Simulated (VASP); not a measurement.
Ti, 1 atom in the cell. It takes space group I4/mmm (No. 139, tetragonal). The conventional cell has a = 2.641 Å, b = 2.641 Å, c = 4.060 Å, α = 90.00°, β = 90.00°, γ = 90.00°. Ti (site symmetry 4/mmm) has 12 Ti at 2.64 to 2.76 Å within 3.5 Å.  This cell differs from its parent crystal: strain -0.080 along x and y, +0.000 along z.

```yaml
Program: VASP 6.6.1
Task: single point
Functional: PBE
Potentials_or_basis: VASP PAW PBE potentials, release 64 (Ti_sv)
Cutoff: 520 eV
k_mesh: 20 × 20 × 20
Occupations: gaussian, width 0.15 eV
Spin: no spin polarisation
Dipole_correction: no
Further_INCAR_settings: ALGO = Normal; EDIFF = 1e-07; NBANDS = 12
```

Potentials or basis: VASP PAW PBE potentials, release 64 (Ti_sv).

Command:

```bash
$ cat potpaw_PBE.64/Ti_sv/POTCAR > POTCAR
$ mpirun -np 1 vasp_std > vasp.out
```

Hardware: 1 thread of AMD EPYC 9R45 96-Core Processor (Zen 5), on a shared host.

Problem. Estimate the wall time of this run.

Solution. Run time: 63 s on 1 thread of AMD EPYC 9R45 96-Core Processor (Zen 5), with other jobs on the host, peak memory 0.19 GiB. Counts: scf iterations 15, k points 641.
